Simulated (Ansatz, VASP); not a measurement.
Two plane-wave programs on ZrSe2

```xyz
3
Lattice="3.8112 0.0000 0.0000 -1.9056 3.3006 0.0000 0.0000 0.0000 6.3999" Properties=species:S:1:pos:R:3 pbc="T T T"
Zr    0.0000    0.0000    0.0000
Se    1.9056    1.1002    4.8376
Se    0.0000    2.2004    1.5623
```

Alike in both runs: task relaxation of the atoms; functional r2SCAN; k mesh 10 × 10 × 5; occupations fermi-dirac, width 0.01 eV; no spin polarisation.

|  | VASP | Ansatz |
| --- | --- | --- |
| version | VASP 6.6.1 | Ansatz 0.2.0 |
| potentials or method | VASP PAW PBE potentials, release 64 (Zr_sv, Se) | plane-wave PAW, scalar-relativistic |
| plane-wave cutoff (eV) | 500 | 500 |
| valence electrons in the cell | 24 | 44 |

|  | VASP | Ansatz | Ansatz less VASP |
| --- | --- | --- | --- |
| gap on the k mesh at the Fermi level, each at its own relaxed structure (eV) | 0.79 | 0.79 | -0.001 |

VASP's potentials were made for PBE, not for r2SCAN. VASP's potentials hold 24 valence electrons a cell and Ansatz's 44, so a difference there can come from the potentials and not from the codes. Ansatz's warnings: stress scf threshold loose.

Noted on VASP's run: the relaxation stopped at its first step, so nothing moved.
